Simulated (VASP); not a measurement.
# S (Fm-3m) in VASP: notebook

Runs on S. Level: LDA. Tasks: density of states.

All numbers are computed with VASP 6.6.1; they aren't measurements. Logs are shortened: lines on timing, memory, paths and dates and some standing lists are left out, and cuts for length are marked.

### Step 1. The cell of the first run

The structure is cubic, space group Fm-3m (No. 225). The conventional cell has a = 2.867 Å, b = 2.867 Å, c = 2.867 Å, α = 90.00°, β = 90.00°, γ = 90.00°. Within 2.7 Å of S (site symmetry m-3m) lie 12 S at 2.03 Å.

### Step 2. Density of states, LDA (volume scaled by 0.4)

Input file POSCAR:

```
S
1.0
    0.0000000000      1.4336289688      1.4336289688
    1.4336289688      0.0000000000      1.4336289688
    1.4336289688      1.4336289688      0.0000000000
S
1
Direct
    0.0000000000      0.0000000000      0.0000000000
```

Input file INCAR.step1:

```
SYSTEM = S
  PREC = Accurate
  ENCUT = 520
  EDIFF = 1E-6
  ISMEAR = -1
  SIGMA = 0.08
  LREAL = .False.
  LASPH = .True.
  NELM = 80
  ALGO = Normal
  ISIF = 2
  LWAVE = .False.
  LCHARG = .True.
  NBANDS = 9
```

Input file KPOINTS.step1:

```
regular mesh
0
Gamma
  16 16 16
  0 0 0
```

Input file INCAR.step2:

```
SYSTEM = S
  PREC = Accurate
  ENCUT = 520
  EDIFF = 1E-6
  ISMEAR = -5
  SIGMA = 0.08
  LREAL = .False.
  LASPH = .True.
  NELM = 80
  ALGO = Normal
  ISIF = 2
  LWAVE = .False.
  LCHARG = .False.
  LORBIT = 10
  NEDOS = 1001
  ICHARG = 11
```

Input file KPOINTS.step2:

```
regular mesh
0
Gamma
  24 24 24
  0 0 0
```

Potentials or basis: VASP PAW LDA potentials, release 64 (S).

Started as:

```console
$ cat potpaw_LDA.64/S/POTCAR > POTCAR
$ cp INCAR.step1 INCAR
$ cp KPOINTS.step1 KPOINTS
$ mpirun -np 1 vasp_std > vasp.out
$ cp INCAR.step2 INCAR
$ cp KPOINTS.step2 KPOINTS
$ mpirun -np 1 vasp_std > vasp.out
```

OUTCAR:

```text
SYSTEM = S
   PREC = Accurate
   ENCUT = 520
   EDIFF = 1E-6
   ISMEAR = -5
   LREAL = .False.
   LASPH = .True.
   NELM = 80
   ISIF = 2
   LORBIT = 10
   ICHARG = 11

 ion  position               nearest neighbor table
   1  0.000  0.000  0.000-

  LATTYP: Found a face centered cubic cell.
 ALAT       =     2.8672579376

  Lattice vectors:

 A1 = (   0.0000000000,   1.4336289688,   1.4336289688)
 A2 = (   1.4336289688,   0.0000000000,   1.4336289688)
 A3 = (   1.4336289688,   1.4336289688,   0.0000000000)

Analysis of symmetry for initial positions (statically):
=====================================================================
 Subroutine PRICEL returns:
 Original cell was already a primitive cell.

 Routine SETGRP: Setting up the symmetry group for a
 face centered cubic supercell.

 Subroutine GETGRP returns: Found 48 space group operations
 (whereof 48 operations were pure point group operations)
 out of a pool of 48 trial point group operations.

The static configuration has the point symmetry O_h .

Analysis of symmetry for dynamics (positions and initial velocities):
=====================================================================
 Subroutine PRICEL returns:
 Original cell was already a primitive cell.

 Routine SETGRP: Setting up the symmetry group for a
 face centered cubic supercell.

 Subroutine GETGRP returns: Found 48 space group operations
 (whereof 48 operations were pure point group operations)
 out of a pool of 48 trial point group operations.

The dynamic configuration has the point symmetry O_h .

 Subroutine INISYM returns: Found 48 space group operations
 (whereof 48 operations are pure point group operations),
 and found     1 'primitive' translations

----------------------------------------------------------------------------------------

                                     Primitive cell

  volume of cell :       5.8931

  direct lattice vectors                    reciprocal lattice vectors
     0.000000000  1.433628969  1.433628969    -0.348765274  0.348765274  0.348765274
     1.433628969  0.000000000  1.433628969     0.348765274 -0.348765274  0.348765274
     1.433628969  1.433628969  0.000000000     0.348765274  0.348765274 -0.348765274

  length of vectors
     2.027457531  2.027457531  2.027457531     0.604079174  0.604079174  0.604079174

  position of ions in fractional coordinates (direct lattice)
     0.000000000  0.000000000  0.000000000

  ion indices of the primitive-cell ions
   primitive index   ion index
                 1           1

----------------------------------------------------------------------------------------

 KPOINTS: regular mesh

Automatic generation of k-mesh.
 Grid dimensions read from file:
 generate k-points for:   24   24   24

 Generating k-lattice:

  Cartesian coordinates                     Fractional coordinates (reciprocal lattice)
    -0.014531886  0.014531886  0.014531886     0.041666667  0.000000000  0.000000000
     0.014531886 -0.014531886  0.014531886     0.000000000  0.041666667  0.000000000
     0.014531886  0.014531886 -0.014531886     0.000000000  0.000000000  0.041666667

  Length of vectors
     0.025169966  0.025169966  0.025169966

  Shift w.r.t. Gamma in fractional coordinates (k-lattice)
     0.000000000  0.000000000  0.000000000

 TETIRR: Found   1864 inequivalent tetrahedra from    82944

 Subroutine IBZKPT returns following result:
 ===========================================

 Found    413 irreducible k-points:

 Following reciprocal coordinates:
            Coordinates               Weight
  0.000000  0.000000  0.000000      1.000000
  0.041667  0.000000  0.000000      8.000000
  0.083333  0.000000  0.000000      8.000000
  0.125000  0.000000  0.000000      8.000000
  0.166667  0.000000  0.000000      8.000000
  0.208333  0.000000  0.000000      8.000000
[... 16 lines left out ...]
  0.416667  0.041667  0.000000     24.000000
  0.458333  0.041667  0.000000     24.000000
 [... further k-points ...]
   k-points           NKPTS =    413   k-points in BZ     NKDIM =    413   number of bands    NBANDS=      7
   number of dos      NEDOS =   1001   number of ions     NIONS =      1
   total plane-waves  NPLWV =   4096
   dimension x,y,z NGX =    16 NGY =   16 NGZ =   16
   dimension x,y,z NGXF=    32 NGYF=   32 NGZF=   32
   ions per type =               1
   NGX,Y,Z   is equivalent  to a cutoff of  13.12, 13.12, 13.12 a.u.
   NGXF,Y,Z  is equivalent  to a cutoff of  26.24, 26.24, 26.24 a.u.
 SYSTEM =  S
   PREC   = accura    normal or accurate (medium, high low for compatibility)
   ISTART =      0    job   : 0-new  1-cont  2-samecut
   ICHARG =     11    charge: 1-file 2-atom 10-const
   ISPIN  =      1    spin polarized calculation?
   LNONCOLLINEAR =      F non collinear calculations
   LSORBIT =      F    spin-orbit coupling
   LASPH  =      T    aspherical Exc in radial PAW
   ENCUT  =  520.0 eV  38.22 Ry    6.18 a.u.   3.77  3.77  3.77*2*pi/ulx,y,z
   NELM   =     80;   NELMIN=  2; NELMDL=  0     # of ELM steps
   EDIFF  = 0.1E-05   stopping-criterion for ELM
   LREAL  =      F    real-space projection
   EDIFFG = 0.1E-04   stopping-criterion for IOM
   NSW    =      0    number of steps for IOM
   IBRION =     -1    ionic relax: 0-MD 1-quasi-New 2-CG
   NFREE  =      0    steps in history (QN), initial steepest desc. (CG)
   ISIF   =      2    stress and relaxation
   ISYM   =      2    0-nonsym 1-usesym 2-fastsym
   POTIM  = 0.5000    time-step for ionic-motion
   TEBEG  =    0.0;   TEEND  =   0.0 temperature during run
   PSTRESS=    0.0 pullay stress
   NELECT =       6.0000    total number of electrons
   NUPDOWN=      -1.0000    fix difference up-down
   EMIN   =  10.00;   EMAX   =-10.00  energy-range for DOS
   EFERMI =   0.00;   METHOD = LEGACY
   ISMEAR =    -5;   SIGMA  =   0.08  broadening in eV -4-tet -1-fermi 0-gaus
   EFERMI_NEDOS =   21; number of points for ismear=-14 and -15
   IALGO  =     38    algorithm
   IMIX   =      4    mixing-type and parameters
     AMIX     =   0.40;   BMIX     =  1.00
     AMIX_MAG =   1.60;   BMIX_MAG =  1.00
  volume/ion in A,a.u.               =       5.89        39.77
  Fermi-wavevector in a.u.,A,eV,Ry     =   1.646943  3.112270 36.904717  2.712420
  Thomas-Fermi vector in A             =   2.736485
   LORBIT       =     10    0 simple, 1 ext, 2 COOP (PROOUT), +10 PAW based schemes
   GGA     = CA    functional components
   LHFCALC =     F    Hartree Fock is set to
   AEXX    =    0.0000 exact exchange contribution
   IVDW    =     0    specifies the selected vdW correction
   LEPSILON=     F    determine dielectric tensor
   LRPA    =     F    only Hartree local field effects (RPA)
 non-spin polarized calculation
 Fermi weights with tetrahedron method with Bloechl corrections
  energy-cutoff  :      520.00
  volume of cell :        5.89
 maximum number of plane-waves:       169

 number of electron       6.0000002 magnetization

 Free energy of the ion-electron system (eV)
  ---------------------------------------------------
  ext. energy  EPLUGINS =         0.00000000
  ---------------------------------------------------
  free energy    TOTEN  =         3.17222345 eV

  energy without entropy =        3.17222345  energy(sigma->0) =        3.17222345

 E-fermi :  28.8527     XC(G=0): -16.2662

 val. band max:       29.1948889934   @ k =   0.2917   0.2917   0.0000
 cond. band min:      28.7157685868   @ k =   0.3750   0.3750   0.0000
 fundamental gap:     -0.4791204066
 Fermi energy:        28.8526689737

 k-point     1 :       0.0000    0.0000    0.0000
  band No.  band energies     occupation
      1      -3.5322      2.00000
      2      41.2236      0.00000
      3      41.2236      0.00000
      4      41.2236      0.00000
      5      42.3011      0.00000
      6      42.3011      0.00000
      7      42.3011      0.00000

 k-point     2 :       0.0417    0.0000    0.0000
  band No.  band energies     occupation
      1      -3.4434      2.00000
      2      38.9683      0.00000
      3      40.5252      0.00000
      4      40.5252      0.00000
      5      43.1255      0.00000
      6      43.1255      0.00000
      7      43.8336      0.00000

 k-point     3 :       0.0833    0.0000    0.0000
  band No.  band energies     occupation
      1      -3.1774      2.00000
      2      35.9434      0.00000
      3      39.6019      0.00000
      4      39.6019      0.00000
      5      44.4005      0.00000
      6      44.4005      0.00000
      7      44.8783      0.00000

 k-point     4 :       0.1250    0.0000    0.0000
  band No.  band energies     occupation
      1      -2.7347      2.00000
      2      32.8150      0.00000
      3      38.7895      0.00000
      4      38.7895      0.00000
      5      45.3075      0.00000
      6      45.6574      0.00000
      7      45.6574      0.00000

 k-point     5 :       0.1667    0.0000    0.0000
  band No.  band energies     occupation
      1      -2.1164      2.00000
      2      29.7057      0.27160
      3      38.1167      0.00000
      4      38.1167      0.00000
      5      45.4615      0.00000
      6      46.3641      0.00000
      7      46.3641      0.00000

 k-point     6 :       0.2083    0.0000    0.0000
  band No.  band energies     occupation
      1      -1.3239      2.00000
      2      26.6705      2.09963
      3      37.5893      0.00000
      4      37.5893      0.00000
      5      45.5230      0.00000
      6      45.8522      0.00000
      7      45.8522      0.00000

 k-point     7 :       0.2500    0.0000    0.0000
  band No.  band energies     occupation
      1      -0.3591      2.00000
      2      23.7384      2.00000
      3      37.2083      0.00000
      4      37.2083      0.00000
      5      44.6857      0.00000
      6      44.6857      0.00000
      7      45.5813      0.00000
[... 121 lines left out ...]
 k-point    20 :       0.2917    0.0417    0.0000
  band No.  band energies     occupation
      1       0.4564      2.00000
      2      21.9149      2.00000
      3      35.5169      0.00000
      4      37.9003      0.00000
      5      41.8678      0.00000
      6      45.4544      0.00000
      7      46.3520      0.00000

 k-point    21 :       0.3333    0.0417    0.0000
  band No.  band energies     occupation
      1       1.7031      2.00000
      2      19.1919      2.00000
      3      35.3906      0.00000
      4      37.7068      0.00000
      5      40.6786      0.00000
      6      44.2263      0.00000
      7      46.4962      0.00000

 k-point    22 :       0.3750    0.0417    0.0000
  band No.  band energies     occupation
      1       3.1156      2.00000
      2      16.6042      2.00000
      3      35.4115      0.00000
      4      37.5553      0.00000
      5      39.7027      0.00000
      6      43.0951      0.00000
      7      46.7170      0.00000

 k-point    23 :       0.4167    0.0417    0.0000
  band No.  band energies     occupation
      1       4.6902      2.00000
      2      14.1585      2.00000
      3      35.5769      0.00000
      4      37.2831      0.00000
      5      39.1306      0.00000
      6      42.0949      0.00000
      7      47.0072      0.00000

 k-point    24 :       0.4583    0.0417    0.0000
  band No.  band energies     occupation
      1       6.4206      2.00000
      2      11.8637      2.00000
      3      35.8813      0.00000
      4      36.7747      0.00000
      5      39.0898      0.00000
      6      41.2459      0.00000
      7      47.3197      0.00000

 [... further k-points ...]
[... 5 lines left out ...]
  --------------------------------------------------------------------------------------
  -------------------------------------------------------------------------------------
  Total       19.0279685     19.0279685     19.0279685      0.0000000      0.0000000      0.0000000
  in kB     5173.2409397   5173.2409397   5173.2409397      0.0000000      0.0000000      0.0000000
  external PRESSURE =    5173.2409397 kB  Pullay stress =       0.0000000 kB

 VOLUME and BASIS-vectors are now :
 -----------------------------------------------------------------------------
  energy-cutoff  :      520.00
  volume of cell :        5.89
      direct lattice vectors                 reciprocal lattice vectors
     0.000000000  1.433628969  1.433628969    -0.348765274  0.348765274  0.348765274
     1.433628969  0.000000000  1.433628969     0.348765274 -0.348765274  0.348765274
     1.433628969  1.433628969  0.000000000     0.348765274  0.348765274 -0.348765274

 POSITION                                       TOTAL-FORCE (eV/Angst)
 -----------------------------------------------------------------------------------
      0.00000      0.00000      0.00000         0.000000     -0.000000     -0.000000
 -----------------------------------------------------------------------------------
    total drift:                               -0.000000     -0.000000     -0.000000

  FREE ENERGIE OF THE ION-ELECTRON SYSTEM (eV)
  ---------------------------------------------------
  free  energy   TOTEN  =         3.1722234491 eV

  energy  without entropy=        3.1722234491  energy(sigma->0) =        3.17222345

 total charge

# of ion       s       p       d       tot
------------------------------------------
    1        1.449   2.528   0.000   3.977
```

It took 8.5 s on 1 thread of Intel Xeon 6975P-C, shared host; peak memory 0.12 GiB.

What came out:

```
Valence electrons inside the program's atomic spheres : S 3.98
```

Levels at points of the mesh, in eV from the Fermi level:
```tsv
k point	band 1	band 2	band 3	band 4	band 5	band 6
(0.00, 0.00, 0.00)	-32.38	12.37	12.37	12.37	13.45	13.45
(0.50, 0.00, 0.00)	-20.25	-19.59	8.50	8.50	10.51	10.51
(0.50, 0.50, 0.00)	-17.34	-14.04	-1.62	-1.62	-1.22	6.69
```

Caveat: tetrahedron occupations give inexact forces and stress in metals.

[end of part 1 of 2]
